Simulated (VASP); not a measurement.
# WC (Fm-3m) in VASP: further runs, part 2 of 2

VASP 6.6.1.

**4. Single point, PBEsol (volume scaled by 1.06)**

Input file INCAR:

```
PREC = Accurate
ENCUT = 520
EDIFF = 1E-6
ISMEAR = -1
SIGMA = 0.05
LREAL = False
LASPH = True
NELM = 100
ALGO = Normal
ISIF = 2
LWAVE = False
LCHARG = False
GGA = PS
NBANDS = 16
```

Input file KPOINTS:

```
Automatic mesh
0
Gamma
  10 10 10
```

Input file POSCAR:

```
WC
1.0
    0.0000000000      2.2356887219      2.2356887219
    2.2356887219      0.0000000000      2.2356887219
    2.2356887219      2.2356887219      0.0000000000
W C
1 1
Direct
    0.0000000000      0.0000000000      0.0000000000
    0.5000000000      0.5000000000      0.5000000000
```

Potentials or basis: VASP PAW PBE potentials, release 64 (W_sv, C).

Run with:

```bash
$ cat potpaw_PBE.64/W_sv/POTCAR potpaw_PBE.64/C/POTCAR > POTCAR
$ mpirun -np 1 vasp_std > vasp.out
```

OUTCAR:

```text
PREC = Accurate
   ENCUT = 520
   EDIFF = 1E-6
   ISMEAR = -1
   LREAL = False
   LASPH = True
   NELM = 100
   ISIF = 2
   GGA = PS

 ion  position               nearest neighbor table
   1  0.000  0.000  0.000-   2 2.24   2 2.24   2 2.24   2 2.24   2 2.24   2 2.24
   2  0.500  0.500  0.500-   1 2.24   1 2.24   1 2.24   1 2.24   1 2.24   1 2.24

  LATTYP: Found a face centered cubic cell.
 ALAT       =     4.4713774438

  Lattice vectors:

 A1 = (   0.0000000000,   2.2356887219,   2.2356887219)
 A2 = (   2.2356887219,   0.0000000000,   2.2356887219)
 A3 = (   2.2356887219,   2.2356887219,   0.0000000000)

Analysis of symmetry for initial positions (statically):
=====================================================================
 Subroutine PRICEL returns:
 Original cell was already a primitive cell.

 Routine SETGRP: Setting up the symmetry group for a
 face centered cubic supercell.

 Subroutine GETGRP returns: Found 48 space group operations
 (whereof 48 operations were pure point group operations)
 out of a pool of 48 trial point group operations.

[... 159 lines left out ...]
  energy without entropy =      -22.84636209  energy(sigma->0) =      -22.84974897

 E-fermi :  11.4165     XC(G=0): -13.5216

 val. band max:       11.3088172196   @ k =   0.3000   0.2000   0.1000
 cond. band min:      11.4686489865   @ k =  -0.3000   0.3000   0.1000
 fundamental gap:      0.1598317669
 Fermi energy:        11.4164539347

 k-point     1 :       0.0000    0.0000    0.0000
  band No.  band energies     occupation
      1     -64.0310      2.00000
      2     -28.0290      2.00000
      3     -28.0290      2.00000
      4     -28.0290      2.00000
      5      -3.8884      2.00000
      6       8.8301      2.00000
[... 433 lines left out ...]
      3     -28.1718      2.00000
      4     -28.1577      2.00000
      5      -1.5292      2.00000
      6       4.6366      2.00000
[... 8 lines left out ...]
     15      22.6216      0.00000
     16      26.1578      0.00000

 [... further k-points ...]

------------------------ aborting loop because EDIFF is reached ----------------------------------------

  FORCE on cell =-STRESS in cart. coord.  units (eV):
  Direction    XX          YY          ZZ          XY          YZ          ZX
  --------------------------------------------------------------------------------------
  -------------------------------------------------------------------------------------
  Total       -3.7869059     -3.7869059     -3.7869059      0.0000000     -0.0000000      0.0000000
  in kB     -271.4757788   -271.4757788   -271.4757788      0.0000000     -0.0000000      0.0000000
  external PRESSURE =    -271.4757788 kB  Pullay stress =       0.0000000 kB

 VOLUME and BASIS-vectors are now :
 -----------------------------------------------------------------------------
  energy-cutoff  :      520.00
  volume of cell :       22.35
      direct lattice vectors                 reciprocal lattice vectors
     0.000000000  2.235688722  2.235688722    -0.223644730  0.223644730  0.223644730
     2.235688722  0.000000000  2.235688722     0.223644730 -0.223644730  0.223644730
     2.235688722  2.235688722  0.000000000     0.223644730  0.223644730 -0.223644730

 POSITION                                       TOTAL-FORCE (eV/Angst)
 -----------------------------------------------------------------------------------
      0.00000      0.00000      0.00000         0.000000      0.000000     -0.000000
      2.23569      2.23569      2.23569        -0.000000      0.000000      0.000000
 -----------------------------------------------------------------------------------
    total drift:                                0.000000     -0.000000     -0.000000

  FREE ENERGIE OF THE ION-ELECTRON SYSTEM (eV)
  ---------------------------------------------------
  free  energy   TOTEN  =       -22.8531358488 eV

  energy  without entropy=      -22.8463620881  energy(sigma->0) =      -22.84974897
```

It took 9.7 s on 1 thread of Intel Xeon Platinum 8259CL at 2.50GHz (Skylake/Cascade Lake), shared host; peak memory 0.14 GiB.

Results:

```yaml
Free_energy: -22.8531 eV
Pressure: -27.1 GPa
Band_gap_on_the_k_mesh: zero (band 9 reaches 12.31 eV, above the bottom of band 10 at 9.40 eV)
```

Levels at points of the mesh, in eV from the Fermi level:
```
           k point  band 6  band 7  band 8  band 9  band 10  band 11  band 12  band 13
(0.00, 0.00, 0.00)   -2.59   -2.59   -2.59   -0.96    -0.96    -0.96    -0.96    -0.96
(0.50, 0.00, 0.00)   -9.35   -6.20   -6.20    0.89     0.89     2.07     4.78     8.16
(0.50, 0.50, 0.00)   -5.46   -5.39   -2.41   -2.41     0.70     2.01     2.01     4.83
```

Caveat: the PAW data sets were made with another functional, which shifts forces and pressure a little; spin-orbit coupling is left out, which moves the levels of the heavy elements.

**5. Single point, revPBE+D3(BJ)**

Input file INCAR:

```
SYSTEM = WC
PREC     = Accurate       ! precision mode
ENCUT    = 520            ! plane-wave cutoff, eV
EDIFF    = 1E-6           ! SCF threshold, eV
ISMEAR   = -1             ! smearing method
SIGMA    = 0.05           ! smearing width, eV
LREAL    = .FALSE.        ! projectors in reciprocal space
LASPH    = .TRUE.         ! aspherical terms in the spheres
NELM     = 80             ! most SCF steps
ALGO     = Normal         ! electronic algorithm
ISIF     = 2              ! what is computed and relaxed
LWAVE    = .FALSE.        ! write WAVECAR
LCHARG   = .TRUE.         ! write CHGCAR
GGA      = RE             ! functional
IVDW     = 12             ! dispersion correction
LELF     = .TRUE.         ! ELF
LVHAR    = .TRUE.       
NBANDS   = 16             ! bands
```

Input file KPOINTS:

```
Automatic mesh
0
G
  10 10 10
  0 0 0
```

Input file POSCAR:

```
WC
1.0
    0.0000000000      2.1684405067      2.1684405067
    2.1684405067      0.0000000000      2.1684405067
    2.1684405067      2.1684405067      0.0000000000
W C
1 1
Direct
    0.0000000000      0.0000000000      0.0000000000
    0.5000000000      0.5000000000      0.5000000000
```

Run with:

```bash
$ cat potpaw_PBE.64/W_sv/POTCAR potpaw_PBE.64/C/POTCAR > POTCAR
$ mpirun -np 1 vasp_std > vasp.out
```

Wall time 8.8 s (1 thread of AMD EPYC 9R45 (Zen 5), shared host); peak memory 0.13 GiB.

The run converged. Its results:

```
Free energy                : -22.4425 eV
Pressure                   : 1.0 GPa
Band gap on the k mesh     : zero (band 9 reaches 14.12 eV, above the bottom of band 10 at 10.76 eV)
Dispersion energy per atom : -0.881 eV
```

Levels at points of the mesh, in eV from the Fermi level:
```
           k point  band 6  band 7  band 8  band 9  band 10  band 11  band 12  band 13
(0.00, 0.00, 0.00)   -2.92   -2.92   -2.92   -1.19    -1.19    -1.19    -1.04    -1.04
(0.50, 0.00, 0.00)  -10.14   -6.88   -6.88    1.07     1.07     2.43     4.89     9.11
(0.50, 0.50, 0.00)   -6.08   -5.75   -2.62   -2.62     0.87     2.36     2.36     5.72
```

Caveat: the PAW data sets were made with another functional, which shifts forces and pressure a little; spin-orbit coupling is left out, which moves the levels of the heavy elements; pairwise dispersion overbinds metals, which lowers pressure and volume.

**6. Overview**

| task | level | cell | cutoff (eV) | gap on the mesh (eV) | pressure (GPa) |
| --- | --- | --- | --- | --- | --- |
| single point | RPBE+D4 | a = 3.069 Å, angles 60.0°, 2 atoms | 520 | none | 0.9 |
| relaxation of cell and atoms | RPBE+D4 | relaxed from a = 3.101 Å, angles 60.0°, 2 atoms | 600 | - | -0.2 |
| single point | PBEsol | a = 3.162 Å, angles 60.0°, 2 atoms | 520 | none | -27.1 |
| single point | revPBE+D3(BJ) | a = 3.067 Å, angles 60.0°, 2 atoms | 520 | none | 1.0 |

Alike in all rows: potentials or basis VASP PAW PBE potentials, release 64 (W_sv, C); no spin polarisation; k mesh 10 × 10 × 10; smearing fermi-dirac 0.05 eV.

Caveats: the PAW data sets were made with another functional, which shifts forces and pressure a little; spin-orbit coupling is left out, which moves the levels of the heavy elements; pairwise dispersion overbinds metals, which lowers pressure and volume (some runs); the bands computed are all filled at some k points, so no gap is given (some runs).

Total energies depend on the potentials used, so only differences within one code and one set of settings carry meaning.
